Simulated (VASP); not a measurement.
Set up this calculation in VASP 6.6.1, as the native input.

```
Task                   : single point
Functional             : PBEsol
Potentials or basis    : VASP PAW PBE potentials, release 64 (Sn_d, O)
Cutoff                 : 520 eV
k mesh                 : 4 × 4 × 4
Occupations            : fermi-dirac, width 0.05 eV
Spin                   : no spin polarisation
Dipole correction      : no
Further INCAR settings : ALGO = Normal; EDIFF = 1e-06; NBANDS = 64
```

The structure of SnO2 lies in POSCAR:

```
SnO2
1.0
    5.1752560000      0.0000000000      0.0000000000
    0.0000000000      5.1752560000      0.0000000000
    0.0000000000      0.0000000000      5.1752560000
Sn O
4 8
Direct
    0.0000000000      0.0000000000      0.0000000000
    0.5000000000      0.0000000000      0.5000000000
    0.5000000000      0.5000000000      0.0000000000
    0.0000000000      0.5000000000      0.5000000000
    0.6610980000      0.8389020000      0.1610980000
    0.8389020000      0.1610980000      0.6610980000
    0.1610980000      0.6610980000      0.8389020000
    0.3389020000      0.3389020000      0.3389020000
    0.6610980000      0.6610980000      0.6610980000
    0.8389020000      0.3389020000      0.1610980000
    0.1610980000      0.8389020000      0.3389020000
    0.3389020000      0.1610980000      0.8389020000
```

The input as run:

INCAR

```
PREC = Accurate
ENCUT = 520
EDIFF = 1E-6
ISMEAR = -1
SIGMA = 0.05
LREAL = F
LASPH = T
NELM = 60
ALGO = Normal
ISIF = 2
LWAVE = F
LCHARG = T
GGA = PS
LELF = T
LVHAR = T
NBANDS = 64
```

KPOINTS

```
regular mesh
0
Gamma
  4 4 4
```

Potentials or basis: VASP PAW PBE potentials, release 64 (Sn_d, O).

Run with:

```sh
$ cat potpaw_PBE.64/Sn_d/POTCAR potpaw_PBE.64/O/POTCAR > POTCAR
$ mpirun -np 1 vasp_std > vasp.out
```

It gave:

```
Pressure               : -6.6 GPa
Largest force          : 0.021 eV/Å
Band gap on the k mesh : 0.50 eV, indirect (least direct gap 0.56 eV)
```

Caveat: the PAW data sets were made with another functional, which shifts forces and pressure a little; spin-orbit coupling is left out, which moves the levels of the heavy elements.

Wall time 110 s on 1 thread of Intel Xeon 6975P-C, on a shared host, peak memory 0.27 GiB.
